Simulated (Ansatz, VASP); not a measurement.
## Sn in VASP and in Ansatz

File INCAR:

```
SYSTEM = Sn
PREC     = Accurate       ! precision mode
ENCUT    = 520            ! plane-wave cutoff, eV
EDIFF    = 1E-6           ! SCF threshold, eV
ISMEAR   = -1             ! smearing method
SIGMA    = 0.08           ! smearing width, eV
LREAL    = .False.        ! projectors in reciprocal space
LASPH    = .True.         ! aspherical terms in the spheres
NELM     = 60             ! most SCF steps
ALGO     = Normal         ! electronic algorithm
ISIF     = 2              ! what is computed and relaxed
LWAVE    = .False.        ! write WAVECAR
LCHARG   = .False.        ! write CHGCAR
GGA      = PE             ! functional
NBANDS   = 21             ! bands
```

The input KPOINTS:

```
Automatic mesh
0
Gamma
  10 10 10
  0 0 0
```

The input POSCAR:

```
Sn
1.0
    0.0000000000      2.5123035211      2.5123035211
    2.5123035211      0.0000000000      2.5123035211
    2.5123035211      2.5123035211      0.0000000000
Sn
2
Direct
   -0.1250000000     -0.1250000000     -0.1250000000
    0.1250000000      0.1250000000      0.1250000000
```

Input for Ansatz:

```yaml
crystal:
  lattice:
    - [0.0, 2.5123035211, 2.5123035211]
    - [2.5123035211, 0.0, 2.5123035211]
    - [2.5123035211, 2.5123035211, 0.0]
  atoms:
    - { symbol: Sn, position: [-0.125, -0.125, -0.125] }
    - { symbol: Sn, position: [0.125, 0.125, 0.125] }
kpoints:
  mp_grid: { grid: [10, 10, 10] }
scf:
  occupations: { method: fermi_dirac, width: 0.08 }
hamiltonian:
  xc: pbe
  pseudopotentials: { kind: all_electron, datasets: crystal }
output:
  forces: true
  stress: true
  eigenvalues: true
```

Change from the starting cell: volume scaled by 0.43, crystal datasets.

Alike in both runs: task single point; functional PBE; k mesh 10 × 10 × 10; occupations fermi-dirac, width 0.08 eV; no spin polarisation.

|  | VASP | Ansatz |
| --- | --- | --- |
| version | VASP 6.6.1 | Ansatz 0.2.0 |
| potentials or method | VASP PAW PBE potentials, release 64 (Sn_d), cutoff 520 eV | all-electron PAW with datasets made for the crystal, scalar-relativistic |

```tsv
	VASP	Ansatz	Ansatz less VASP
pressure (GPa)	220.7	218.6	-2.12
```

Both programs put the cell under a high pressure, so it lies far from rest at this level. Ansatz ran all-electron here, and VASP with PAW potentials.

Noted on VASP's run: the cell as given lies far from equilibrium.
